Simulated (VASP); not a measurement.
A run of VASP 6.6.1:

INCAR

```
PREC = Accurate ; ENCUT = 520
EDIFF = 1E-6 ; ISMEAR = 0
SIGMA = 0.1 ; LREAL = F
LASPH = T ; NELM = 150
ALGO = Normal ; ISIF = 2
LWAVE = F ; LCHARG = F
ISPIN = 2 ; MAGMOM = 0 0 0 0 3 2 2 2
LORBIT = 11 ; LMAXMIX = 4
GGA = PE ; NBANDS = 40
```

Contents of KPOINTS:

```
regular mesh
0
Gamma
  4 4 6
```

Contents of POSCAR:

```
Al4CoNi3
1.0
    5.8059343408      0.0000000000      0.0000000000
    0.0000000000      5.8059343408      0.0000000000
    0.0000000000      0.0000000000      2.8501822115
Al Co Ni
4 1 3
Direct
    0.7482424815      0.7482424815      0.0000000000
    0.7482424815      0.2517575185      0.0000000000
    0.2517575185      0.7482424815      0.0000000000
    0.2517575185      0.2517575185      0.0000000000
    0.5000000000      0.5000000000      0.5000000000
    0.0000000000      0.0000000000      0.5000000000
    0.0000000000      0.5000000000      0.5000000000
    0.5000000000      0.0000000000      0.5000000000
```

Potentials or basis: VASP PAW PBE potentials, release 64 (Al, Co, Ni).

The run is started by

```sh
$ cat potpaw_PBE.64/Al/POTCAR potpaw_PBE.64/Co/POTCAR potpaw_PBE.64/Ni/POTCAR > POTCAR
$ mpirun -np 1 vasp_std > vasp.out
```

Hardware: 1 thread of Intel(R) Xeon(R) Platinum 8259CL CPU @ 2.50GHz (Skylake/Cascade Lake) (shared host).

Q: Estimate the wall time of this run.

A: It took 3.6 min on 1 thread of Intel(R) Xeon(R) Platinum 8259CL CPU @ 2.50GHz (Skylake/Cascade Lake) (shared host), peak memory 0.35 GiB. Counts: scf iterations 18, k points 24.
